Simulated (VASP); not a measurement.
# Pd (R-3m) in VASP: a series of runs

The runs below take Pd through single point, relaxation of cell and atoms, with PBEsol.

Program: VASP 6.6.1. These are calculated values, not measurements. Logs are shortened: lines on timing, memory, paths and dates and some standing lists are left out, and cuts for length are marked.

## Step 1: The cell of the first run

Symmetry: R-3m, No. 166, trigonal system. Conventional cell: a = 6.361 Å, b = 6.361 Å, c = 19.381 Å, α = 90.00°, β = 90.00°, γ = 120.00°. Pd (site symmetry m) has 6 Pd at 2.49 to 2.73 Å within 3.3 Å. Within 3.4 Å of Pd (site symmetry m) lie 7 Pd at 2.56 to 2.73 Å.

## Step 2: Single point, PBEsol

File INCAR:

```
  PREC = Accurate
  ENCUT = 520
  EDIFF = 1E-7
  ISMEAR = 0
  SIGMA = 0.1
  LREAL = F
  LASPH = T
  NELM = 80
  ALGO = Fast
  ISIF = 2
  LWAVE = F
  LCHARG = T
  GGA = PS
  LELF = T
  LVHAR = T
  NBANDS = 72
```

File KPOINTS:

```
regular mesh
0
Gamma
  3 3 3
```

File POSCAR:

```
Pd
1.0
    3.1803294418      1.8361640594      6.4601790255
   -3.1803294418      1.8361640594      6.4601790255
    0.0000000000     -3.6723281187      6.4601790255
Pd
12
Direct
    0.0931353392      0.4985676859      0.0931353392
    0.0931353392      0.0931353392      0.4985676859
    0.4985676859      0.0931353392      0.0931353392
    0.9068646608      0.5014323141      0.9068646608
    0.5014323141      0.9068646608      0.9068646608
    0.9068646608      0.9068646608      0.5014323141
    0.2341822253      0.6389397443      0.2341822253
    0.2341822253      0.2341822253      0.6389397443
    0.6389397443      0.2341822253      0.2341822253
    0.7658177747      0.3610602557      0.7658177747
    0.3610602557      0.7658177747      0.7658177747
    0.7658177747      0.7658177747      0.3610602557
```

Potentials or basis: VASP PAW PBE potentials, release 64 (Pd).

The run is started by

```sh
$ cat potpaw_PBE.64/Pd/POTCAR > POTCAR
$ mpirun -np 1 vasp_std > vasp.out
```

OUTCAR:

```text
PREC = Accurate
   ENCUT = 520
   EDIFF = 1E-7
   ISMEAR = 0
   LREAL = F
   LASPH = T
   NELM = 80
   ISIF = 2
   GGA = PS

 ion  position               nearest neighbor table
   1  0.093  0.499  0.093-   4 2.49  12 2.56  11 2.56   3 2.58   2 2.58   7 2.73
   2  0.093  0.093  0.499-   6 2.49  10 2.56  11 2.56   3 2.58   1 2.58   8 2.73
   3  0.499  0.093  0.093-   5 2.49  12 2.56  10 2.56   1 2.58   2 2.58   9 2.73
   4  0.907  0.501  0.907-   1 2.49   8 2.56   9 2.56   5 2.58   6 2.58  10 2.73
   5  0.501  0.907  0.907-   3 2.49   8 2.56   7 2.56   4 2.58   6 2.58  11 2.73
   6  0.907  0.907  0.501-   2 2.49   7 2.56   9 2.56   4 2.58   5 2.58  12 2.73
   7  0.234  0.639  0.234-   6 2.56   5 2.56   9 2.57   8 2.57  12 2.59  11 2.59   1 2.73
   8  0.234  0.234  0.639-   4 2.56   5 2.56   7 2.57   9 2.57  10 2.59  11 2.59   2 2.73
   9  0.639  0.234  0.234-   6 2.56   4 2.56   7 2.57   8 2.57  12 2.59  10 2.59   3 2.73
  10  0.766  0.361  0.766-   2 2.56   3 2.56  11 2.57  12 2.57   8 2.59   9 2.59   4 2.73
  11  0.361  0.766  0.766-   2 2.56   1 2.56  10 2.57  12 2.57   8 2.59   7 2.59   5 2.73
  12  0.766  0.766  0.361-   1 2.56   3 2.56  10 2.57  11 2.57   7 2.59   9 2.59   6 2.73

  LATTYP: Found a trigonal (rhomboedric) cell.
 ALAT       =     7.4310098138
 COS(alpha) =     0.6336648888

  Lattice vectors:

 A1 = (   3.1803294418,   1.8361640594,   6.4601790255)
 A2 = (  -3.1803294418,   1.8361640594,   6.4601790255)
 A3 = (   0.0000000000,  -3.6723281187,   6.4601790255)

Analysis of symmetry for initial positions (statically):
=====================================================================
 Subroutine PRICEL returns:
 Original cell was already a primitive cell.

 Routine SETGRP: Setting up the symmetry group for a
 trigonal (rhombohedral) supercell.

 Subroutine GETGRP returns: Found 12 space group operations
 (whereof 12 operations were pure point group operations)
 out of a pool of 12 trial point group operations.

The static configuration has the point symmetry D_3d.

Analysis of symmetry for dynamics (positions and initial velocities):
=====================================================================
 Subroutine PRICEL returns:
 Original cell was already a primitive cell.

 Routine SETGRP: Setting up the symmetry group for a
 trigonal (rhombohedral) supercell.

 Subroutine GETGRP returns: Found 12 space group operations
 (whereof 12 operations were pure point group operations)
 out of a pool of 12 trial point group operations.

The dynamic configuration has the point symmetry D_3d.

 Subroutine INISYM returns: Found 12 space group operations
 (whereof 12 operations are pure point group operations),
 and found     1 'primitive' translations

----------------------------------------------------------------------------------------

                                     Primitive cell

  volume of cell :     226.3494

  direct lattice vectors                    reciprocal lattice vectors
     3.180329442  1.836164059  6.460179025     0.157216417  0.090768941  0.051598157
    -3.180329442  1.836164059  6.460179025    -0.157216417  0.090768941  0.051598157
     0.000000000 -3.672328119  6.460179025     0.000000000 -0.181537881  0.051598157

  length of vectors
     7.431009814  7.431009814  7.431009814     0.188728303  0.188728303  0.188728303

  position of ions in fractional coordinates (direct lattice)
     0.093135339  0.498567686  0.093135339
     0.093135339  0.093135339  0.498567686
     0.498567686  0.093135339  0.093135339
     0.906864661  0.501432314  0.906864661
     0.501432314  0.906864661  0.906864661
     0.906864661  0.906864661  0.501432314
     0.234182225  0.638939744  0.234182225
     0.234182225  0.234182225  0.638939744
     0.638939744  0.234182225  0.234182225
     0.765817775  0.361060256  0.765817775
     0.361060256  0.765817775  0.765817775
     0.765817775  0.765817775  0.361060256

  ion indices of the primitive-cell ions
   primitive index   ion index
                 1           1
                 2           2
                 3           3
                 4           4
                 5           5
                 6           6
                 7           7
                 8           8
                 9           9
                10          10
                11          11
                12          12

----------------------------------------------------------------------------------------

 KPOINTS: regular mesh

Automatic generation of k-mesh.
 Grid dimensions read from file:
 generate k-points for:    3    3    3

 Generating k-lattice:

  Cartesian coordinates                     Fractional coordinates (reciprocal lattice)
     0.052405472  0.030256314  0.017199386     0.333333333  0.000000000  0.000000000
    -0.052405472  0.030256314  0.017199386     0.000000000  0.333333333  0.000000000
     0.000000000 -0.060512627  0.017199386     0.000000000  0.000000000  0.333333333

  Length of vectors
[... 67 lines left out ...]
 non-spin polarized calculation
 RMM-DIIS sequential band-by-band and
 Gauss-broadening in eV      SIGMA  =   0.10
  energy-cutoff  :      520.00
  volume of cell :      226.35
 maximum number of plane-waves:      6104
   NGX = 27   NGY = 27   NGZ = 27

 number of electron     120.0000010 magnetization

 Free energy of the ion-electron system (eV)
  ---------------------------------------------------
  ext. energy  EPLUGINS =         0.00000000
  ---------------------------------------------------
  free energy    TOTEN  =       -63.21647495 eV

  energy without entropy =      -63.10416142  energy(sigma->0) =      -63.16031818

 E-fermi :   6.4523     XC(G=0): -11.6013

 val. band max:        6.4491195953   @ k =  -0.3333   0.3333   0.3333
 cond. band min:       6.4576920052   @ k =  -0.3333   0.3333   0.3333
 fundamental gap:      0.0085724098
 Fermi energy:         6.4523059864

 k-point     1 :       0.0000    0.0000    0.0000
  band No.  band energies     occupation
      1       0.2859      2.00000
      2       1.4522      2.00000
      3       1.7431      2.00000
      4       1.8528      2.00000
      5       1.8528      2.00000
      6       2.0197      2.00000
[... 64 lines left out ...]
     71       9.6792      0.00000
     72       9.6794      0.00000

 k-point     2 :       0.3333   -0.0000   -0.0000
  band No.  band energies     occupation
      1       0.8556      2.00000
      2       1.5740      2.00000
      3       1.7451      2.00000
      4       1.8616      2.00000
      5       1.9700      2.00000
      6       1.9864      2.00000
[... 64 lines left out ...]
     71      10.6903      0.00000
     72      11.1180      0.00000

 k-point     3 :       0.3333    0.3333   -0.0000
  band No.  band energies     occupation
      1       0.9328      2.00000
      2       1.6152      2.00000
      3       1.7454      2.00000
      4       1.8365      2.00000
      5       1.9271      2.00000
      6       1.9514      2.00000
[... 64 lines left out ...]
     71      11.1836      0.00000
     72      11.3249      0.00000

 k-point     4 :      -0.3333    0.3333    0.0000
  band No.  band energies     occupation
      1       1.4289      2.00000
      2       1.5360      2.00000
      3       1.6822      2.00000
      4       1.9055      2.00000
      5       1.9405      2.00000
      6       1.9962      2.00000
[... 64 lines left out ...]
     71      11.1836      0.00000
     72      11.8937      0.00000

 k-point     5 :       0.3333    0.3333    0.3333
  band No.  band energies     occupation
      1       0.6032      2.00000
      2       1.5001      2.00000
      3       1.6490      2.00000
      4       1.6578      2.00000
      5       1.7790      2.00000
      6       1.7790      2.00000
[... 64 lines left out ...]
     71       9.7730      0.00000
     72       9.9084      0.00000

 k-point     6 :      -0.3333    0.3333    0.3333
  band No.  band energies     occupation
      1       1.1845      2.00000
      2       1.5350      2.00000
      3       1.6658      2.00000
      4       1.8338      2.00000
      5       1.9031      2.00000
      6       1.9278      2.00000
[... 64 lines left out ...]
     71      10.6693      0.00000
     72      11.3142      0.00000

------------------------ aborting loop because EDIFF is reached ----------------------------------------

  FORCE on cell =-STRESS in cart. coord.  units (eV):
  Direction    XX          YY          ZZ          XY          YZ          ZX
  --------------------------------------------------------------------------------------
  -------------------------------------------------------------------------------------
  Total       -0.8055281     -0.8055281     -0.9531896      0.0000000     -0.0000000      0.0000000
  in kB       -5.7017989     -5.7017989     -6.7469966      0.0000000     -0.0000000      0.0000000
  external PRESSURE =      -6.0501981 kB  Pullay stress =       0.0000000 kB

 VOLUME and BASIS-vectors are now :
 -----------------------------------------------------------------------------
  energy-cutoff  :      520.00
  volume of cell :      226.35
      direct lattice vectors                 reciprocal lattice vectors
     3.180329442  1.836164059  6.460179025     0.157216417  0.090768941  0.051598157
    -3.180329442  1.836164059  6.460179025    -0.157216417  0.090768941  0.051598157
     0.000000000 -3.672328119  6.460179025     0.000000000 -0.181537881  0.051598157

 POSITION                                       TOTAL-FORCE (eV/Angst)
 -----------------------------------------------------------------------------------
     -1.28941      0.74444      4.42418        -0.019586      0.011308      0.013210
      0.00000     -1.48888      4.42418        -0.000000     -0.022616      0.013210
      1.28941      0.74444      4.42418         0.019586      0.011308      0.013210
      1.28941     -0.74444     14.95636         0.019586     -0.011308     -0.013210
     -1.28941     -0.74444     14.95636        -0.019586     -0.011308     -0.013210
      0.00000      1.48888     14.95636        -0.000000      0.022616     -0.013210
     -1.28726      0.74320      7.15338         0.011969     -0.006910      0.011036
      0.00000     -1.48640      7.15338        -0.000000      0.013821      0.011036
      1.28726      0.74320      7.15338        -0.011969     -0.006910      0.011036
      1.28726     -0.74320     12.22715        -0.011969      0.006910     -0.011036
     -1.28726     -0.74320     12.22715         0.011969      0.006910     -0.011036
      0.00000      1.48640     12.22715        -0.000000     -0.013821     -0.011036
 -----------------------------------------------------------------------------------
    total drift:                                0.000000      0.000000     -0.000000

  FREE ENERGIE OF THE ION-ELECTRON SYSTEM (eV)
  ---------------------------------------------------
  free  energy   TOTEN  =       -63.2164749461 eV

  energy  without entropy=      -63.1041614237  energy(sigma->0) =      -63.16031818
```

It took 2.8 min on 1 thread of AMD EPYC 9R45 (Zen 5), shared host; peak memory 0.39 GiB.

Results:

- Free energy: -63.2165 eV
- Pressure: -0.6 GPa
- Largest force: 0.026 eV/Å
- Band gap on the k mesh: zero (bands 60 and 61 overlap by 0.34 eV)

Forces on the atoms (eV/Å):
```
Pd  -0.020  0.011  0.013
Pd   0.000 -0.023  0.013
Pd   0.020  0.011  0.013
Pd   0.020 -0.011 -0.013
Pd  -0.020 -0.011 -0.013
Pd   0.000  0.023 -0.013
Pd   0.012 -0.007  0.011
Pd   0.000  0.014  0.011
Pd  -0.012 -0.007  0.011
Pd  -0.012  0.007 -0.011
Pd   0.012  0.007 -0.011
Pd   0.000 -0.014 -0.011
```

Stress tensor (GPa, compression positive):
```
-0.57  0.00  0.00
 0.00 -0.57  0.00
 0.00  0.00 -0.67
```

Levels at points of the mesh, in eV from the Fermi level:
```
           k point  band 57  band 58  band 59  band 60  band 61  band 62
(0.00, 0.00, 0.00)    -0.24    -0.14    -0.14     0.27     0.51     0.60
```

Caveat: the k points lie up to 0.40 Å⁻¹ apart; the PAW data sets were made with another functional, which shifts forces and pressure a little.

## Step 3: Relaxation of cell and atoms, PBEsol

This run uses another cell than the first one, of 15.99 Å³/atom.

File INCAR:

```
ALGO = Fast ; EDIFF = 1E-6
EDIFFG = -0.04 ; ENCUT = 600
GGA = PS ; IBRION = 2
ISIF = 3 ; ISMEAR = 0
LASPH = True ; LCHARG = False
LREAL = False ; LWAVE = False
NELM = 100 ; NSW = 90
PREC = Accurate ; SIGMA = 0.1
```

File KPOINTS:

```
k-points
0
Gamma
  3 3 3
```

File POSCAR:

```
Pd
1.0
    3.1909092529      1.8422723161      5.4417835384
   -3.1909092529      1.8422723161      5.4417835384
    0.0000000000     -3.6845446321      5.4417835384
Pd
12
Direct
    0.0101900000      0.6536100000      0.0101900000
    0.0101900000      0.0101900000      0.6536100000
    0.6536100000      0.0101900000      0.0101900000
    0.9898100000      0.3463900000      0.9898100000
    0.3463900000      0.9898100000      0.9898100000
    0.9898100000      0.9898100000      0.3463900000
    0.2211800000      0.6306000000      0.2211800000
    0.2211800000      0.2211800000      0.6306000000
    0.6306000000      0.2211800000      0.2211800000
    0.7788200000      0.3694000000      0.7788200000
    0.3694000000      0.7788200000      0.7788200000
    0.7788200000      0.7788200000      0.3694000000
```

Potentials or basis: VASP PAW PBE potentials, release 64 (Pd).

The run is started by

```sh
$ cat potpaw_PBE.64/Pd/POTCAR > POTCAR
$ mpirun -np 1 vasp_std > vasp.out
```

Wall time 64 min (1 thread of AMD EPYC 9R45 (Zen 5), shared host); peak memory 0.41 GiB.

Results (log left out):

| Quantity | Value |
| --- | --- |
| Free energy | -65.0854 eV |
| Relaxed volume | 17.56 Å³/atom |
| Relaxed cell | a = 9.266 Å, b = 9.266 Å, c = 9.266 Å, α = 33.06°, β = 33.06°, γ = 33.06° |
| Space group after relaxing (to 0.1 Å) | R-3m (No. 166) |
| Energy gained by relaxing | 1436.5 meV/atom |
| Ionic steps | 45 |
| Pressure after relaxing | 0.0 GPa |
| Largest force after relaxing | 0.013 eV/Å |
| Band gap on the k mesh | zero (bands 60 and 61 overlap by 0.76 eV) |

Forces on the atoms (eV/Å):
```
Pd  -0.003  0.002  0.013
Pd   0.000 -0.003  0.013
Pd   0.003  0.002  0.013
Pd   0.003 -0.002 -0.013
Pd  -0.003 -0.002 -0.013
Pd   0.000  0.003 -0.013
Pd   0.000  0.000  0.007
Pd   0.000  0.000  0.007
Pd   0.000  0.000  0.007
Pd   0.000  0.000 -0.007
Pd   0.000  0.000 -0.007
Pd   0.000  0.000 -0.007
```

Stress tensor (GPa, compression positive):
```
 0.11  0.00  0.00
 0.00  0.11  0.00
 0.00  0.00 -0.12
```

Step by step:
```tsv
step	energy change (eV)	largest force (eV/Å)	pressure (GPa)	volume (Å³)
1	0.0000	8.2122	70.79	191.94
3	-0.1179	1.8923	-11.37	392.81
5	-11.7858	3.2856	-3.21	258.29
7	-12.0722	3.1756	1.32	246.42
9	-12.7712	0.8374	-2.79	259.52
11	-12.9868	0.3881	0.88	247.59
13	-13.0210	0.1365	0.24	248.42
15	-13.0456	0.1277	-0.14	248.69
17	-13.0665	0.2358	-0.04	248.05
19	-13.1160	0.6621	1.27	243.23
21	-13.1337	0.6830	1.08	243.09
23	-13.2207	0.8149	0.22	242.24
25	-13.8599	1.3209	-2.13	235.47
27	-14.5205	1.4415	-2.36	230.63
29	-15.1254	1.6814	0.19	222.30
31	-15.1450	1.8276	0.14	222.13
33	-15.3658	1.8202	-0.75	222.13
35	-16.0639	1.9452	-3.90	221.83
37	-16.9941	0.9431	-0.31	212.34
39	-17.0828	0.6710	1.40	209.64
41	-17.1879	0.4878	1.03	209.71
43	-17.2308	0.1453	-0.07	210.91
45	-17.2379	0.0134	0.03	210.71
```

Final structure:
```
CELL_PARAMETERS angstrom
2.63634 1.52209 8.75169
-2.63634 1.52209 8.75169
0.00000 -3.04418 8.75169
ATOMIC_POSITIONS crystal
Pd 0.05024 0.54220 0.05024
Pd 0.05024 0.05024 0.54220
Pd 0.54220 0.05024 0.05024
Pd 0.94976 0.45780 0.94976
Pd 0.45780 0.94976 0.94976
Pd 0.94976 0.94976 0.45780
Pd 0.21019 0.69890 0.21019
Pd 0.21019 0.21019 0.69890
Pd 0.69890 0.21019 0.21019
Pd 0.78981 0.30110 0.78981
Pd 0.30110 0.78981 0.78981
Pd 0.78981 0.78981 0.30110
```

Levels at points of the mesh, in eV from the Fermi level:
```csv
k point,band 57,band 58,band 59,band 60,band 61,band 62,band 63,band 64
"(0.00, 0.00, 0.00)",0.40,0.44,0.59,0.65,0.65,0.70,0.73,2.21
```

Caveat: the k points lie up to 0.47 Å⁻¹ apart in the final cell, too coarse for converged energies and pressures of a metal; a cell axis changed by over 15 % at a fixed basis, so the end point is rough; the PAW data sets were made with another functional, which shifts forces and pressure a little.

## Step 4: Single point, PBEsol

This run uses another cell than the first one, of 15.99 Å³/atom.

File INCAR:

```
PREC = Accurate ; ENCUT = 520
EDIFF = 1E-7 ; ISMEAR = 0
SIGMA = 0.1 ; LREAL = False
LASPH = True ; NELM = 100
ALGO = Fast ; ISIF = 2
LWAVE = False ; LCHARG = False
GGA = PS ; NBANDS = 72
```

File KPOINTS:

```
regular mesh
0
Gamma
  6 6 6
```

POSCAR is that of step 3.

The run is started by

```sh
$ cat potpaw_PBE.64/Pd/POTCAR > POTCAR
$ mpirun -np 1 vasp_std > vasp.out
```

It took 7.9 min on 1 thread of AMD EPYC 9R45 (Zen 5), shared host; peak memory 0.49 GiB.

It converged, with:

```
Free energy            : -47.9513 eV
Pressure               : 70.5 GPa
Largest force          : 8.047 eV/Å
Band gap on the k mesh : zero (bands 60 and 61 overlap by 0.53 eV)
```

Forces on the atoms (eV/Å):
```
Pd   3.392 -1.959 -1.790
Pd   0.000  3.917 -1.790
Pd  -3.392 -1.959 -1.790
Pd  -3.392  1.959  1.790
Pd   3.392  1.959  1.790
Pd   0.000 -3.917  1.790
Pd   6.820 -3.938  1.653
Pd   0.000  7.875  1.653
Pd  -6.820 -3.938  1.653
Pd  -6.820  3.938 -1.653
Pd   6.820  3.938 -1.653
Pd   0.000 -7.875 -1.653
```

Stress tensor (GPa, compression positive):
```
66.88  0.00  0.00
 0.00 66.88  0.00
 0.00  0.00 77.65
```

Levels at points of the mesh, in eV from the Fermi level:
```tsv
k point	band 57	band 58	band 59	band 60	band 61	band 62	band 63	band 64
(0.00, 0.00, 0.00)	0.08	0.08	0.47	0.47	0.50	0.66	0.76	0.99
(0.50, 0.00, 0.00)	-0.17	-0.13	-0.10	0.04	0.05	0.11	0.29	0.66
(0.50, 0.50, 0.00)	-0.53	-0.42	-0.24	-0.15	-0.03	0.19	0.22	0.23
(0.50, 0.50, 0.50)	-0.10	-0.10	0.05	0.05	0.24	0.27	0.29	0.29
```

Caveat: the stress differs along the axes, from 67 to 78 GPa; the PAW data sets were made with another functional, which shifts forces and pressure a little.

## Step 5: Overview

| task | cell | k mesh | cutoff (eV) | gap on the mesh (eV) | pressure (GPa) | largest force (eV/Å) |
| --- | --- | --- | --- | --- | --- | --- |
| single point | a = 7.431 Å, angles 50.7°, 12 atoms, atomic positions A | 3 × 3 × 3 | 520 | none | -0.6 | 0.03 |
| relaxation of cell and atoms | relaxed from a = 6.572 Å, angles 58.1°, 12 atoms, atomic positions B | 3 × 3 × 3 | 600 | none | 0.0 | 0.01 |
| single point | a = 6.572 Å, angles 58.1°, 12 atoms, atomic positions B | 6 × 6 × 6 | 520 | none | 70.5 | 8.05 |

Alike in all rows: level PBEsol; potentials or basis VASP PAW PBE potentials, release 64 (Pd); no spin polarisation; smearing gaussian 0.1 eV.

Caveats: some runs use coarse meshes; the PAW data sets were made with another functional, which shifts forces and pressure a little; a cell axis changed by over 15 % at a fixed basis, so the end point is rough (at least some runs); the stress differs along the axes, from 67 to 78 GPa (at least some runs).

Total energies depend on the potentials used, so only differences within one code and one set of settings carry meaning.
